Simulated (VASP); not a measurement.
Set up this calculation in VASP 6.6.1, as the native input.

```yaml
Task: relaxation of cell and atoms
Functional: PBE
Potentials_or_basis: VASP PAW PBE potentials, release 64 (Ge_d, I)
Cutoff: 600 eV
k_mesh: 8 × 8 × 8
Occupations: gaussian, width 0.1 eV
Spin: no spin polarisation
Dipole_correction: no
Further_INCAR_settings: ALGO = Normal; EDIFF = 1e-06; IBRION = 2; EDIFFG = -0.01; NSW = 100; ISIF = 3
```

The structure of Ge2I lies in POSCAR:

```
Ge2I
1.0
    0.0000000000      4.2847584430      4.2847584430
    4.2847584430      0.0000000000      4.2847584430
    4.2847584430      4.2847584430      0.0000000000
Ge I
4 2
Direct
    0.6250000000      0.6250000000      0.6250000000
    0.1250000000      0.6250000000      0.6250000000
    0.6250000000      0.6250000000      0.1250000000
    0.6250000000      0.1250000000      0.6250000000
    0.0000000000      0.0000000000      0.0000000000
    0.2500000000      0.2500000000      0.2500000000
```

One way to write it, as run:

INCAR

```
SYSTEM = Ge2I
  PREC = Accurate
  ENCUT = 600
  EDIFF = 1E-6
  ISMEAR = 0
  SIGMA = 0.1
  LREAL = .False.
  LASPH = .True.
  NELM = 60
  ALGO = Normal
  ISIF = 3
  LWAVE = .False.
  LCHARG = .False.
  GGA = PE
  IBRION = 2
  NSW = 100
  EDIFFG = -0.01
```

KPOINTS

```
Automatic mesh
0
Gamma
  8 8 8
  0 0 0
```

Potentials or basis: VASP PAW PBE potentials, release 64 (Ge_d, I).

Launch:

```bash
$ cat potpaw_PBE.64/Ge_d/POTCAR potpaw_PBE.64/I/POTCAR > POTCAR
$ mpirun -np 1 vasp_std > vasp.out
```

Results of the run:

```yaml
Relaxed_volume: 24.75 Å³/atom
Relaxed_cell: a = 5.944 Å, b = 5.944 Å, c = 5.944 Å, α = 60.00°, β = 60.00°, γ = 60.00°
Space_group_after_relaxing_to_0.1_Å: Fd-3m (No. 227)
Energy_gained_by_relaxing: 10.3 meV/atom
Ionic_steps: 3
Pressure_after_relaxing: 0.0 GPa
Band_gap_on_the_k_mesh: zero (bands 35 and 36 overlap by 1.20 eV)
```

Caveat: spin-orbit coupling is left out, which moves the levels of the heavy elements.

Wall time 20 min on 1 thread of Intel Xeon 8259CL, with other jobs on the host, peak memory 0.46 GiB.
